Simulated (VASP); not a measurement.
ZnS2:

```
Zn S
1.0
     5.46391    0.00000    0.00000
     0.00000    5.46391    0.00000
     0.00000    0.00000    4.11987
Zn S
2 4
Direct
  0.50000 0.50000 0.00000
  0.00000 0.00000 0.50000
  0.00000 0.50000 0.74848
  0.50000 0.00000 0.74848
  0.00000 0.50000 0.25152
  0.50000 0.00000 0.25152
```

```yaml
Program: VASP 6.6.1
Task: relaxation of cell and atoms
Functional: PBE
Potentials_or_basis: VASP PAW PBE potentials, release 64 (Zn, S)
Cutoff: 600 eV
k_mesh: 4 × 4 × 4
Occupations: gaussian, width 0.1 eV
Spin: no spin polarisation
```

At the start: pressure 3.5 GPa; volume 20.50 Å³/atom.

Question: How do energy, volume and symmetry change on relaxing?

Answer: Over 14 steps the energy falls by 613.3 meV/atom and the volume is 18.29 Å³/atom (-10.8 %); space group I4/mmm (No. 139, to 0.05 Å).

The path:
```
step  energy change (eV)  largest force (eV/Å)  pressure (GPa)  volume (Å³)
   1              0.0000                0.3200            3.53       123.00
   2             -1.5667                1.5184           -2.95       130.58
   3             -1.5117                0.2217          -11.22       148.17
   4             -2.4045                0.1359           -9.69       140.47
   5             -2.4070                0.1872           -8.23       137.67
   6             -3.0778                0.1576           -8.13       128.68
   7             -3.1513                0.1171           -7.62       125.90
   8             -3.5787                0.3256           -2.95       114.43
   9             -3.6323                0.4199           -0.04       109.78
  10             -3.6326                0.4273            0.22       109.42
  11             -3.6553                0.3260            0.21       109.33
  12             -3.6747                0.0148            0.45       109.07
  13             -3.6757                0.0819            0.39       109.12
  14             -3.6796                0.0093           -0.19       109.75
```

Final structure:
```
Zn S
1.0
     4.69392    0.00000    0.00000
     0.00000    4.69392    0.00000
     0.00000    0.00000    4.98110
Zn S
2 4
Cartesian
  2.3470 2.3470 4.9811
  0.0000 0.0000 2.4906
  0.0000 2.3470 3.7348
  2.3470 0.0000 3.7348
  4.6939 2.3470 1.2463
  2.3470 4.6939 1.2463
```

Caveat: the k points lie up to 0.33 Å⁻¹ apart in the final cell.
